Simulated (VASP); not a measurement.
Crystal: HfN.

```xyz
2
Lattice="0.0000 2.4335 2.4335 2.4335 0.0000 2.4335 2.4335 2.4335 0.0000" Properties=species:S:1:pos:R:3 pbc="T T T"
Hf    0.0942   -0.0330    0.1120
N     3.5561    3.6833    3.5383
```

This cell differs from its parent crystal: atom 2 moved 0.30 Å.

| Item | Value |
| --- | --- |
| Program | VASP 6.6.1 |
| Task | relaxation of cell and atoms |
| Functional | PBEsol |
| Potentials or basis | VASP PAW PBE potentials, release 64 (Hf_pv, N) |
| Cutoff | 600 eV |
| k mesh | 12 × 12 × 12 |
| Occupations | gaussian, width 0.15 eV |
| Spin | no spin polarisation |

At the start: pressure 11.1 GPa; volume 14.41 Å³/atom.

**Question.** How do energy, volume and symmetry change on relaxing?

**Answer.** Over 18 steps the energy falls by 360.4 meV/atom and the volume is 14.36 Å³/atom (-0.4 %); space group F-43m (No. 216, to 0.05 Å).

The path:
| step | energy change (eV) | largest force (eV/Å) | pressure (GPa) | volume (Å³) |
| --- | --- | --- | --- | --- |
| 1 | 0.0000 | 5.8090 | 11.06 | 28.82 |
| 2 | 0.2835 | 1.2268 | 3.54 | 32.70 |
| 3 | -0.0387 | 1.3581 | -3.51 | 31.86 |
| 4 | -0.3051 | 1.3223 | -7.81 | 31.15 |
| 5 | -0.5954 | 0.9170 | -8.12 | 30.01 |
| 6 | -0.5977 | 1.2853 | -5.50 | 29.63 |
| 7 | -0.6060 | 1.0337 | -6.97 | 29.81 |
| 8 | -0.6668 | 0.3091 | 7.95 | 27.71 |
| 9 | -0.6880 | 0.2954 | 2.31 | 28.37 |
| 10 | -0.7099 | 0.2611 | -0.16 | 28.73 |
| 11 | -0.7100 | 0.2780 | -0.28 | 28.75 |
| 12 | -0.7196 | 0.1221 | -0.70 | 28.81 |
| 13 | -0.7198 | 0.1208 | -0.76 | 28.81 |
| 14 | -0.7204 | 0.0523 | 0.88 | 28.59 |
| 15 | -0.7207 | 0.0437 | 0.25 | 28.67 |
| 16 | -0.7208 | 0.0148 | -0.11 | 28.72 |
| 17 | -0.7208 | 0.0100 | 0.00 | 28.71 |
| 18 | -0.7208 | 0.0054 | -0.05 | 28.71 |

Final structure:
```xyz
2
Lattice="-0.0011 2.4298 2.4302 2.4293 -0.0020 2.4287 2.4304 2.4300 -0.0011" Properties=species:S:1:pos:R:3 pbc="T T T"
Hf    0.0003    0.0006    0.0004
N     3.6436    3.6428    3.6430
```

Caveat: the cell differs from its parent crystal (atom 2 moved 0.30 Å); the PAW data sets were made with another functional, which shifts forces and pressure a little.
